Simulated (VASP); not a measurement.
# MgH2 (Fd-3m) in VASP: a series of runs

The runs below take MgH2 through single point, with PBE.

All numbers are computed with VASP 6.6.1; they aren't measurements. Logs are shortened: lines on timing, memory, paths and dates and some standing lists are left out, and cuts for length are marked.

## 1. The cell of the first run

Symmetry: Fd-3m, No. 227, cubic system. The conventional cell has a = 5.947 Å, b = 5.947 Å, c = 5.947 Å, α = 90.00°, β = 90.00°, γ = 90.00°. Mg (site symmetry -43m) has 12 H at 2.47 Å and 4 Mg at 2.58 Å within 3.3 Å. Within 2.8 Å of H (site symmetry -3m) lie 6 H at 2.10 Å and 6 Mg at 2.47 Å.

## 2. Single point, PBE

Contents of INCAR:

```
SYSTEM = MgH2
PREC = Accurate
ENCUT = 520
EDIFF = 1E-6
ISMEAR = 0
SIGMA = 0.1
LREAL = .FALSE.
LASPH = .TRUE.
NELM = 100
ALGO = Normal
ISIF = 2
LWAVE = .FALSE.
LCHARG = .TRUE.
GGA = PE
LELF = .TRUE.
LVHAR = .TRUE.
NBANDS = 13
```

Contents of KPOINTS:

```
regular mesh
0
G
  6 6 6
  0 0 0
```

Contents of POSCAR:

```
MgH2
1.0
    0.0000000000      2.9734410288      2.9734410288
    2.9734410288      0.0000000000      2.9734410288
    2.9734410288      2.9734410288      0.0000000000
Mg H
2 4
Direct
    0.0000000000      0.0000000000      0.0000000000
    0.2500000000      0.2500000000      0.2500000000
    0.6250000000      0.6250000000      0.6250000000
    0.1250000000      0.6250000000      0.6250000000
    0.6250000000      0.6250000000      0.1250000000
    0.6250000000      0.1250000000      0.6250000000
```

Potentials or basis: VASP PAW PBE potentials, release 64 (Mg, H).

Started as:

```console
cat potpaw_PBE.64/Mg/POTCAR potpaw_PBE.64/H/POTCAR > POTCAR
mpirun -np 1 vasp_std > vasp.out
```

OUTCAR:

```text
SYSTEM = MgH2
   PREC = Accurate
   ENCUT = 520
   EDIFF = 1E-6
   ISMEAR = 0
   LREAL = .FALSE.
   LASPH = .TRUE.
   NELM = 100
   ISIF = 2
   GGA = PE

 ion  position               nearest neighbor table
   1  0.000  0.000  0.000-   2 2.58   2 2.58   2 2.58   2 2.58
   2  0.250  0.250  0.250-   1 2.58   1 2.58   1 2.58   1 2.58
   3  0.625  0.625  0.625-
   4  0.125  0.625  0.625-
   5  0.625  0.625  0.125-
   6  0.625  0.125  0.625-

  LATTYP: Found a face centered cubic cell.
 ALAT       =     5.9468820576

  Lattice vectors:

 A1 = (   0.0000000000,   2.9734410288,   2.9734410288)
 A2 = (   2.9734410288,   0.0000000000,   2.9734410288)
 A3 = (   2.9734410288,   2.9734410288,   0.0000000000)

Analysis of symmetry for initial positions (statically):
=====================================================================
 Subroutine PRICEL returns:
 Original cell was already a primitive cell.

 Routine SETGRP: Setting up the symmetry group for a
 face centered cubic supercell.

 Subroutine GETGRP returns: Found 48 space group operations
 (whereof 24 operations were pure point group operations)
 out of a pool of 48 trial point group operations.

The static configuration has the point symmetry T_d .
 The point group associated with its full space group is O_h .

Analysis of symmetry for dynamics (positions and initial velocities):
=====================================================================
 Subroutine PRICEL returns:
 Original cell was already a primitive cell.

 Routine SETGRP: Setting up the symmetry group for a
 face centered cubic supercell.

 Subroutine GETGRP returns: Found 48 space group operations
 (whereof 24 operations were pure point group operations)
 out of a pool of 48 trial point group operations.

The dynamic configuration has the point symmetry T_d .
 The point group associated with its full space group is O_h .

 Subroutine INISYM returns: Found 48 space group operations
 (whereof 24 operations are pure point group operations),
 and found     1 'primitive' translations

----------------------------------------------------------------------------------------

                                     Primitive cell

  volume of cell :      52.5785

  direct lattice vectors                    reciprocal lattice vectors
     0.000000000  2.973441029  2.973441029    -0.168155344  0.168155344  0.168155344
     2.973441029  0.000000000  2.973441029     0.168155344 -0.168155344  0.168155344
[... 100 lines left out ...]
   EFERMI_NEDOS =   21; number of points for ismear=-14 and -15
   IALGO  =     38    algorithm
   IMIX   =      4    mixing-type and parameters
     AMIX     =   0.40;   BMIX     =  1.00
     AMIX_MAG =   1.60;   BMIX_MAG =  1.00
  volume/ion in A,a.u.               =       8.76        59.14
  Fermi-wavevector in a.u.,A,eV,Ry     =   0.873981  1.651585 10.392720  0.763843
  Thomas-Fermi vector in A             =   1.993448
   LORBIT       =      0    0 simple, 1 ext, 2 COOP (PROOUT), +10 PAW based schemes
   GGA     = PE    functional components
   LHFCALC =     F    Hartree Fock is set to
   AEXX    =    0.0000 exact exchange contribution
   IVDW    =     0    specifies the selected vdW correction
   LEPSILON=     F    determine dielectric tensor
   LRPA    =     F    only Hartree local field effects (RPA)
 non-spin polarized calculation
 Gauss-broadening in eV      SIGMA  =   0.10
  energy-cutoff  :      520.00
  volume of cell :       52.58
 maximum number of plane-waves:      1430
   NGX = 15   NGY = 15   NGZ = 15

 number of electron       7.9999998 magnetization

 Free energy of the ion-electron system (eV)
  ---------------------------------------------------
  ext. energy  EPLUGINS =         0.00000000
  ---------------------------------------------------
  free energy    TOTEN  =       -12.22880199 eV

  energy without entropy =      -12.22444346  energy(sigma->0) =      -12.22662272

 E-fermi :   2.5361     XC(G=0):  -9.3821

 val. band max:        2.4937158952   @ k =  -0.1667   0.1667   0.0000
 cond. band min:       2.5691735763   @ k =   0.0000   0.0000   0.0000
 fundamental gap:      0.0754576811
 Fermi energy:         2.5361181910

 k-point     1 :       0.0000    0.0000    0.0000
  band No.  band energies     occupation
      1      -6.8866      2.00000
      2       2.5692      0.64016
      3       2.5692      0.64016
      4       2.5692      0.64016
      5       6.0916      0.00000
      6       6.7047      0.00000
      7       6.7047      0.00000
      8       6.7047      0.00000
      9       8.6326      0.00000
     10       8.6326      0.00000
     11       8.6326      0.00000
     12       9.6525      0.00000
     13       9.7677      0.00000
[... 226 lines left out ...]
  band No.  band energies     occupation
      1      -2.8387      2.00000
      2      -2.8387      2.00000
      3      -0.5435      2.00000
      4      -0.5435      2.00000
      5       4.3335      0.00000
      6       4.3335      0.00000
      7       7.8704      0.00000
      8       7.8704      0.00000
      9      12.8012      0.00000
     10      12.8012      0.00000
     11      14.3231      0.00000
     12      14.3231      0.00000
     13      15.7975      0.00000

------------------------ aborting loop because EDIFF is reached ----------------------------------------

  FORCE on cell =-STRESS in cart. coord.  units (eV):
  Direction    XX          YY          ZZ          XY          YZ          ZX
  --------------------------------------------------------------------------------------
  -------------------------------------------------------------------------------------
  Total       -0.1193464     -0.1193464     -0.1193464     -0.0000000      0.0000000     -0.0000000
  in kB       -3.6367358     -3.6367358     -3.6367358     -0.0000000      0.0000000     -0.0000000
  external PRESSURE =      -3.6367358 kB  Pullay stress =       0.0000000 kB

 VOLUME and BASIS-vectors are now :
 -----------------------------------------------------------------------------
  energy-cutoff  :      520.00
  volume of cell :       52.58
      direct lattice vectors                 reciprocal lattice vectors
     0.000000000  2.973441029  2.973441029    -0.168155344  0.168155344  0.168155344
     2.973441029  0.000000000  2.973441029     0.168155344 -0.168155344  0.168155344
     2.973441029  2.973441029  0.000000000     0.168155344  0.168155344 -0.168155344

 POSITION                                       TOTAL-FORCE (eV/Angst)
 -----------------------------------------------------------------------------------
      0.00000      0.00000      0.00000        -0.000000      0.000000     -0.000000
      1.48672      1.48672      1.48672         0.000000     -0.000000      0.000000
      3.71680      3.71680      3.71680        -0.000000     -0.000000      0.000000
      3.71680      2.23008      2.23008        -0.000000     -0.000000      0.000000
      2.23008      2.23008      3.71680        -0.000000      0.000000      0.000000
      2.23008      3.71680      2.23008        -0.000000     -0.000000      0.000000
 -----------------------------------------------------------------------------------
    total drift:                                0.000000     -0.000000      0.000000

  FREE ENERGIE OF THE ION-ELECTRON SYSTEM (eV)
  ---------------------------------------------------
  free  energy   TOTEN  =       -12.2288019884 eV

  energy  without entropy=      -12.2244434579  energy(sigma->0) =      -12.22662272
```

stdout:

```text
POSCAR found type information on POSCAR MgH
 POSCAR found :  2 types and       6 ions
 scaLAPACK will be used
 LDA part: xc-table for (Slater+PW92), standard interpolation
 POSCAR, INCAR and KPOINTS ok, starting setup
 FFT: planning ... GRIDC
 FFT: planning ... GRID_SOFT
 FFT: planning ... GRID
 WAVECAR not read
 entering main loop
```

It took 9.4 s on 1 thread of Intel Xeon 6975P-C (Granite Rapids), shared host; peak memory 0.17 GiB.

What came out:

| Item | Value |
| --- | --- |
| Free energy | -12.2288 eV |
| Pressure | -0.4 GPa |
| Band gap on the k mesh | zero (band 4 reaches 2.57 eV, above the bottom of band 5 at 2.40 eV) |

## 3. Single point, PBE

This run uses another cell than the first one, of 8.75 Å³/atom, 0.998 times its volume.

Contents of INCAR:

```
ALGO = Normal
EDIFF = 1E-7
ENCUT = 520
GGA = PE
ISIF = 2
ISMEAR = 0
LASPH = True
LCHARG = True
LELF = True
LREAL = False
LVHAR = True
LWAVE = False
NBANDS = 13
NELM = 80
PREC = Accurate
SIGMA = 0.1
```

Contents of KPOINTS:

```
k-points
0
Gamma
  8 8 8
```

Contents of POSCAR:

```
MgH2
1.0
    0.0000000000      2.9714257634      2.9714257634
    2.9714257634      0.0000000000      2.9714257634
    2.9714257634      2.9714257634      0.0000000000
Mg H
2 4
Direct
    0.5000000000      0.5000000000      0.5000000000
    0.7500000000      0.7500000000      0.7500000000
    0.1250000000      0.1250000000      0.1250000000
    0.6250000000      0.1250000000      0.1250000000
    0.1250000000      0.1250000000      0.6250000000
    0.1250000000      0.6250000000      0.1250000000
```

Potentials or basis: VASP PAW PBE potentials, release 64 (Mg, H).

Started as:

```console
cat potpaw_PBE.64/Mg/POTCAR potpaw_PBE.64/H/POTCAR > POTCAR
mpirun -np 1 vasp_std > vasp.out
```

Run time: 15 s. Hardware: 1 thread of Intel Xeon 6975P-C (Granite Rapids), shared host; peak memory 0.17 GiB.

It converged, with:

- Free energy: -12.2551 eV
- Pressure: -0.3 GPa
- Band gap on the k mesh: zero (band 4 reaches 2.59 eV, above the bottom of band 5 at 2.42 eV)

Levels at points of the mesh, in eV from the Fermi level:
```
           k point  band 1  band 2  band 3  band 4  band 5  band 6  band 7  band 8
(0.00, 0.00, 0.00)   -9.45    0.02    0.02    0.02    3.55    4.16    4.16    4.16
(0.50, 0.00, 0.00)   -7.01   -5.74   -0.48   -0.48    1.91    2.73    2.73    4.09
(0.50, 0.50, 0.00)   -5.63   -5.63   -1.95   -1.95   -0.14   -0.14    6.75    6.75
```
